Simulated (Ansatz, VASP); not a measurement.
## AlNi in VASP and in Ansatz

File INCAR:

```
SYSTEM = AlNi
PREC     = Accurate       ! precision mode
ENCUT    = 520            ! plane-wave cutoff, eV
EDIFF    = 1E-6           ! SCF threshold, eV
ISMEAR   = 0              ! smearing method
SIGMA    = 0.15           ! smearing width, eV
LREAL    = .False.        ! projectors in reciprocal space
LASPH    = .True.         ! aspherical terms in the spheres
NELM     = 60             ! most SCF steps
ALGO     = Fast           ! electronic algorithm
ISIF     = 2              ! what is computed and relaxed
LWAVE    = .False.        ! write WAVECAR
LCHARG   = .False.        ! write CHGCAR
GGA      = PE             ! functional
NBANDS   = 14             ! bands
```

KPOINTS

```
regular mesh
0
Gamma
  20 20 20
  0 0 0
```

Contents of POSCAR:

```
AlNi
1.0
    2.0632379050     -2.0632379050      0.0000000000
    2.0632379050      2.0632379050      0.0000000000
    0.0000000000      0.0000000000      2.9011416498
Al Ni
1 1
Direct
    0.0000000000      0.0000000000      0.0000000000
    0.5000000000      0.5000000000      0.5000000000
```

Input for Ansatz:

```yaml
crystal:
  lattice:
    - [2.063237905, -2.063237905, 0.0]
    - [2.063237905, 2.063237905, 0.0]
    - [0.0, 0.0, 2.9011416498]
  atoms:
    - { symbol: Al, position: [0.0, 0.0, 0.0] }
    - { symbol: Ni, position: [0.5, 0.5, 0.5] }
basis:
  ecutwfc: 420
kpoints:
  mp_grid: { grid: [20, 20, 20] }
hamiltonian:
  xc: pbe
scf:
  occupations: { method: gaussian, width: 0.15 }
output:
  forces: true
  stress: true
  eigenvalues: true
```

Change from the starting cell: strain +0.0100 x Voigt [1, 1, 0, 0, 0, 0], atoms carried along.

Alike in both runs: task single point; functional PBE; k mesh 20 × 20 × 20; occupations gaussian, width 0.15 eV; no spin polarisation.

|  | VASP | Ansatz |
| --- | --- | --- |
| version | VASP 6.6.1 | Ansatz 0.2.0 |
| potentials or method | VASP PAW PBE potentials, release 64 (Al, Ni), cutoff 520 eV | scalar-relativistic, plane waves, PAW |
| valence electrons in the cell | 13 | 21 |

Ansatz gave:

| Quantity | Value |
| --- | --- |
| gap on the k mesh at the Fermi level (eV) | none |
| pressure (GPa) | -3.0 |
| traceless stress, the component that is largest in VASP (GPa) | 0.26 |

Question: Estimate VASP's values.

Answer: gap on the k mesh at the Fermi level (eV): none; pressure (GPa): -3.2; traceless stress, the component that is largest in VASP (GPa): 0.27.

A gap of «none» marks a metal or a gap that the smearing closes. The functional is the same, so the differences come from potentials, cutoffs and numerics. VASP's potentials hold 13 valence electrons a cell and Ansatz's 21, so a difference there can come from the potentials and not from the codes.
